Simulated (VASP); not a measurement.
# MoS2 (P6_3/mmc) in VASP: a series of runs, part 2 of 2

VASP 6.6.1. The steps go on from the part before.

## (3) Relaxation of cell and atoms, PBE

This run uses another cell than the first one, of 21.45 Å³/atom, 1.061 times its volume.

Input file INCAR:

```
  PREC = Accurate
  ENCUT = 600
  EDIFF = 1E-6
  ISMEAR = 0
  SIGMA = 0.02
  LREAL = False
  LASPH = True
  NELM = 60
  ALGO = Normal
  ISIF = 3
  LWAVE = False
  LCHARG = False
  GGA = PE
  IBRION = 2
  NSW = 100
  EDIFFG = -0.01
```

Input file KPOINTS:

```
Automatic mesh
0
Gamma
  12 12 2
```

Input file POSCAR:

```
MoS2
1.0
    3.1851326759      0.0000000000      0.0000000000
   -1.5925663379      2.7584058118      0.0000000000
    0.0000000000      0.0000000000     14.6508748437
Mo S
2 4
Direct
    0.3333333333      0.6666666667      0.2500000000
    0.6666666667      0.3333333333      0.7500000000
    0.3333333333      0.6666666667      0.6433467571
    0.6666666667      0.3333333333      0.1433467571
    0.3333333333      0.6666666667      0.8566532429
    0.6666666667      0.3333333333      0.3566532429
```

Potentials or basis: VASP PAW PBE potentials, release 64 (Mo_sv, S).

The run is started by

```sh
$ cat potpaw_PBE.64/Mo_sv/POTCAR potpaw_PBE.64/S/POTCAR > POTCAR
$ mpirun -np 1 vasp_std > vasp.out
```

OUTCAR:

```text
PREC = Accurate
   ENCUT = 600
   EDIFF = 1E-6
   ISMEAR = 0
   LREAL = False
   LASPH = True
   NELM = 60
   ISIF = 3
   GGA = PE
   IBRION = 2
   NSW = 100
   EDIFFG = -0.01

 ion  position               nearest neighbor table
   1  0.333  0.667  0.250-   4 2.41   6 2.41   4 2.41   6 2.41   4 2.41   6 2.41
   2  0.667  0.333  0.750-   3 2.41   5 2.41   3 2.41   5 2.41   3 2.41   5 2.41
   3  0.333  0.667  0.643-   2 2.41   2 2.41   2 2.41
   4  0.667  0.333  0.143-   1 2.41   1 2.41   1 2.41
   5  0.333  0.667  0.857-   2 2.41   2 2.41   2 2.41
   6  0.667  0.333  0.357-   1 2.41   1 2.41   1 2.41

  LATTYP: Found a hexagonal cell.
 ALAT       =     3.1851326759
 C/A-ratio  =     4.5997690943

  Lattice vectors:

 A1 = (   3.1851326759,   0.0000000000,   0.0000000000)
 A2 = (  -1.5925663379,   2.7584058118,   0.0000000000)
 A3 = (   0.0000000000,   0.0000000000,  14.6508748437)

Analysis of symmetry for initial positions (statically):
=====================================================================
 Subroutine PRICEL returns:
 Original cell was already a primitive cell.

 Routine SETGRP: Setting up the symmetry group for a
 hexagonal supercell.

 Subroutine GETGRP returns: Found 24 space group operations
 (whereof 12 operations were pure point group operations)
 out of a pool of 24 trial point group operations.

The static configuration has the point symmetry D_3d.
 The point group associated with its full space group is D_6h.

Analysis of symmetry for dynamics (positions and initial velocities):
=====================================================================
 Subroutine PRICEL returns:
 Original cell was already a primitive cell.

 Routine SETGRP: Setting up the symmetry group for a
 hexagonal supercell.

[... 131 lines left out ...]
   IMIX   =      4    mixing-type and parameters
     AMIX     =   0.40;   BMIX     =  1.00
     AMIX_MAG =   1.60;   BMIX_MAG =  1.00
  volume/ion in A,a.u.               =      21.45       144.78
  Fermi-wavevector in a.u.,A,eV,Ry     =   1.210207  2.286959 19.927094  1.464600
  Thomas-Fermi vector in A             =   2.345760
   LORBIT       =      0    0 simple, 1 ext, 2 COOP (PROOUT), +10 PAW based schemes
   GGA     = PE    functional components
   LHFCALC =     F    Hartree Fock is set to
   AEXX    =    0.0000 exact exchange contribution
   IVDW    =     0    specifies the selected vdW correction
   LEPSILON=     F    determine dielectric tensor
   LRPA    =     F    only Hartree local field effects (RPA)
 conjugate gradient relaxation of ions
 non-spin polarized calculation
 Gauss-broadening in eV      SIGMA  =   0.02
  energy-cutoff  :      600.00
  volume of cell :      128.72
 maximum number of plane-waves:      4330
 NGX is ok and might be reduce to    28
   NGX = 13   NGY = 13   NGZ = 59

--------------------------------------- Ionic step        1  -------------------------------------------

 number of electron      51.9999994 magnetization

 Free energy of the ion-electron system (eV)
  ---------------------------------------------------
  ext. energy  EPLUGINS =         0.00000000
  ---------------------------------------------------
  free energy    TOTEN  =       -43.71680569 eV

  energy without entropy =      -43.71680569  energy(sigma->0) =      -43.71680569

------------------------ aborting loop because EDIFF is reached ----------------------------------------

  FORCE on cell =-STRESS in cart. coord.  units (eV):
  Direction    XX          YY          ZZ          XY          YZ          ZX
  --------------------------------------------------------------------------------------
  -------------------------------------------------------------------------------------
  Total       -0.0723133     -0.0723133     -0.0996512     -0.0000000     -0.0000000      0.0000000
  in kB       -0.9000767     -0.9000767     -1.2403490     -0.0000000     -0.0000000      0.0000000
  external PRESSURE =      -1.0135008 kB  Pullay stress =       0.0000000 kB
[... 67 lines left out ...]
--------------------------------------- Ionic step        3  -------------------------------------------

 number of electron      51.9999994 magnetization

 Free energy of the ion-electron system (eV)
  ---------------------------------------------------
  ext. energy  EPLUGINS =         0.00000000
  ---------------------------------------------------
  free energy    TOTEN  =       -43.71684221 eV

  energy without entropy =      -43.71684221  energy(sigma->0) =      -43.71684221

 E-fermi :   5.1923     XC(G=0):  -9.5189

 val. band max:        4.9250176504   @ k =   0.0000   0.0000   0.0000
 cond. band min:       6.3657426003   @ k =   0.3333   0.3333   0.0000
 fundamental gap:      1.4407249499
 Fermi energy:         5.1922962886

 k-point     1 :       0.0000    0.0000    0.0000
  band No.  band energies     occupation
      1     -56.1663      2.00000
      2     -56.1663      2.00000
      3     -30.3050      2.00000
      4     -30.3050      2.00000
      5     -30.1028      2.00000
      6     -30.1028      2.00000
[... 805 lines left out ...]
     30       7.0348      0.00000
     31       8.1220      0.00000

 [... further k-points ...]
[... 5 lines left out ...]
  --------------------------------------------------------------------------------------
  -------------------------------------------------------------------------------------
  Total       -0.0024538     -0.0024538      0.0003788     -0.0000000      0.0000000      0.0000000
  in kB       -0.0305641     -0.0305641      0.0047188     -0.0000000      0.0000000      0.0000000
  external PRESSURE =      -0.0188031 kB  Pullay stress =       0.0000000 kB
[... 21 lines left out ...]
  FREE ENERGIE OF THE ION-ELECTRON SYSTEM (eV)
  ---------------------------------------------------
  free  energy   TOTEN  =       -43.7168422108 eV

  energy  without entropy=      -43.7168422108  energy(sigma->0) =      -43.71684221

 reached required accuracy - stopping structural energy minimisation
```

OSZICAR:

```text
N       E                     dE             d eps       ncg     rms          rms(c)
DAV:   1     0.491962738570E+03    0.49196E+03   -0.31306E+04  2644   0.174E+03
DAV:   2    -0.170133010670E+02   -0.50898E+03   -0.49837E+03  2882   0.408E+02
DAV:   3    -0.459533615342E+02   -0.28940E+02   -0.28733E+02  3035   0.844E+01
[... 28 lines left out ...]
DAV:   4    -0.437168512151E+02    0.35469E-04   -0.15171E-04  2679   0.762E-02    0.159E-02
DAV:   5    -0.437168473768E+02    0.38383E-05   -0.35203E-05  3180   0.314E-02    0.187E-02
DAV:   6    -0.437168436124E+02    0.37643E-05   -0.53254E-06  2484   0.117E-02    0.641E-03
DAV:   7    -0.437168422336E+02    0.13788E-05   -0.10881E-06  1689   0.673E-03    0.196E-03
DAV:   8    -0.437168422108E+02    0.22761E-07   -0.10718E-07  1563   0.232E-03
   3 F= -.43716842E+02 E0= -.43716842E+02  d E =-.365205E-04
```

CONTCAR:

```text
MoS2
   1.00000000000000
     3.1844680793767655   -0.0000000000000121    0.0000000000000000
    -1.5922340396384036    2.7578302543275890   -0.0000000000000000
     0.0000000000000000   -0.0000000000000000   14.6466621634526568
  Mo              S
     2     4
Direct
     0.3333333332999970    0.6666666667000030    0.2500000000000000
     0.6666666667000030    0.3333333332999970    0.7500000000000000
     0.3333333332999970    0.6666666667000030    0.6433614408312121
     0.6666666667000030    0.3333333332999970    0.1433614408312121
     0.3333333332999970    0.6666666667000030    0.8566385591687879
     0.6666666667000030    0.3333333332999970    0.3566385591687879

  0.00000000E+00  0.00000000E+00  0.00000000E+00
  0.00000000E+00  0.00000000E+00  0.00000000E+00
  0.00000000E+00  0.00000000E+00  0.00000000E+00
  0.00000000E+00  0.00000000E+00  0.00000000E+00
  0.00000000E+00  0.00000000E+00  0.00000000E+00
  0.00000000E+00  0.00000000E+00  0.00000000E+00
```

Wall time 11 min (1 thread of Oxide Virtual Turin-like, shared host); peak memory 0.36 GiB.

What came out:

* Free energy: -43.7168 eV
* Relaxed volume: 21.44 Å³/atom
* Relaxed cell: a = 3.184 Å, b = 3.184 Å, c = 14.647 Å, α = 90.00°, β = 90.00°, γ = 120.00°
* Space group after relaxing (to 0.05 Å): P6_3/mmc (No. 194)
* Energy gained by relaxing: 0.0 meV/atom
* Ionic steps: 3
* Pressure after relaxing: 0.0 GPa
* Largest force after relaxing: 0.004 eV/Å
* Band gap on the k mesh: 1.44 eV, indirect (least direct gap 1.67 eV)

Forces on the atoms (eV/Å):
```
Mo   0.000  0.000  0.000
Mo   0.000  0.000  0.000
S    0.000  0.000 -0.004
S    0.000  0.000 -0.004
S    0.000  0.000  0.004
S    0.000  0.000  0.004
```

Final structure:
```yaml
crystal:
  lattice:
    - [3.18447, 0.00000, 0.00000]
    - [-1.59223, 2.75783, 0.00000]
    - [0.00000, 0.00000, 14.64666]
  atoms:
    - { symbol: Mo, position: [0.33333, 0.66667, 0.25000] }
    - { symbol: Mo, position: [0.66667, 0.33333, 0.75000] }
    - { symbol: S, position: [0.33333, 0.66667, 0.64336] }
    - { symbol: S, position: [0.66667, 0.33333, 0.14336] }
    - { symbol: S, position: [0.33333, 0.66667, 0.85664] }
    - { symbol: S, position: [0.66667, 0.33333, 0.35664] }
```

Caveat: this functional lacks dispersion, which binds the layers, so the pressure and a relaxed spacing across them are unreliable. A k mesh can miss the band edges.
